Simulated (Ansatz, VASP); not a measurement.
**Cu in VASP and in Ansatz**

POSCAR

```
Cu
1.0
   -1.4427933200      1.4427933200      1.3760814500
    1.4427933200     -1.4427933200      1.3760814500
    1.4427933200      1.4427933200     -1.3760814500
Cu
1
Direct
    0.0000000000      0.0000000000      0.0000000000
```

The input INCAR.step1:

```
SYSTEM = Cu
PREC = Accurate
ENCUT = 520
ISMEAR = 0
SIGMA = 0.1
LREAL = .False.
LASPH = .True.
NELM = 60
NBANDS = 12
GGA = PE
ALGO = Normal
EDIFF = 1E-4
LWAVE = .True.
LCHARG = .False.
```

INCAR.step2

```
SYSTEM = Cu
PREC = Accurate
ENCUT = 520
EDIFF = 1E-6
ISMEAR = 0
SIGMA = 0.1
LREAL = .False.
LASPH = .True.
NELM = 60
ALGO = Normal
ISIF = 2
LWAVE = .False.
LCHARG = .False.
METAGGA = R2SCAN
LMIXTAU = .True.
NBANDS = 12
ISTART = 1
```

Contents of KPOINTS:

```
Automatic mesh
0
Gamma
  10 10 10
  0 0 0
```

Input for Ansatz:

```yaml
crystal:
  lattice:
    - [-1.44279332, 1.44279332, 1.37608145]
    - [1.44279332, -1.44279332, 1.37608145]
    - [1.44279332, 1.44279332, -1.37608145]
  atoms:
    - { symbol: Cu, position: [0.0, 0.0, 0.0] }
basis:
  ecutwfc: 500
kpoints:
  mp_grid: { grid: [10, 10, 10] }
hamiltonian:
  xc: r2scan
scf:
  occupations: { method: gaussian, width: 0.1 }
output:
  forces: true
  stress: true
  eigenvalues: true
```

Alike in both runs: task single point; functional r2SCAN; k mesh 10 × 10 × 10; occupations gaussian, width 0.1 eV; no spin polarisation.

|  | VASP | Ansatz |
| --- | --- | --- |
| version | VASP 6.6.1 | Ansatz 0.2.0 |
| potentials or method | VASP PAW PBE potentials, release 64 (Cu), cutoff 520 eV | scalar-relativistic, plane waves, PAW |
| valence electrons in the cell | 11 | 19 |

|  | VASP | Ansatz | Ansatz less VASP |
| --- | --- | --- | --- |
| gap on the k mesh at the Fermi level (eV) | none | none | - |
| pressure (GPa) | 1.0 | 0.3 | -0.71 |
| traceless stress, the component that is largest in VASP (GPa) | -0.75 | -0.68 | +0.071 |

VASP's potentials were made for PBE, not for r2SCAN. A gap of «none» marks a metal or a gap that the smearing closes. VASP's potentials hold 11 valence electrons a cell and Ansatz's 19, so a difference there can come from the potentials and not from the codes.
